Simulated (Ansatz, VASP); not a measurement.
## Co2Si in VASP and in Ansatz

```xyz
3
Lattice="3.0140 0.0000 0.0000 0.0000 3.0140 0.0000 0.0000 0.0000 4.2663" Properties=species:S:1:pos:R:3 pbc="T T T"
Co    0.0000    0.0000    3.3560
Co    0.0000    0.0000    0.9103
Si    1.5070    1.5070    2.1332
```

Alike in both runs: task single point; functional PBE; k mesh 6 × 6 × 4; occupations gaussian, width 0.1 eV; collinear spin.

```csv
,VASP,Ansatz
version,VASP 6.6.1,Ansatz 0.2.0
potentials or method,"VASP PAW PBE potentials, release 64 (Co_sv, Si), cutoff 600 eV","scalar-relativistic, plane waves, PAW"
valence electrons in the cell,38,38
```

|  | VASP | Ansatz | Ansatz less VASP |
| --- | --- | --- | --- |
| gap on the k mesh at the Fermi level (eV) | none | none | - |
| pressure (GPa) | 2.7 | 4.8 | +2.13 |
| traceless stress, the component that is largest in VASP (GPa) | 52.27 | 52.01 | -0.267 |
| rms of the force components (eV/Å) | 3.304 | 3.266 | -0.0378 |
| net moment per atom (μB) | 0.53 | 0.52 | -0.002 |
| size of the moment on the site where the two differ most (μB) | 0.83 | 0.78 | -0.051 |

Site moments also hang on the region over which each program counts them. Atom by atom the forces differ by 0.038 eV/Å (rms over components). A gap of «none» marks a metal or a gap that the smearing closes. With one functional, cell and mesh, what is left measures potentials, basis and numerics.

The k mesh is coarse, so the values compare programs but aren't converged.
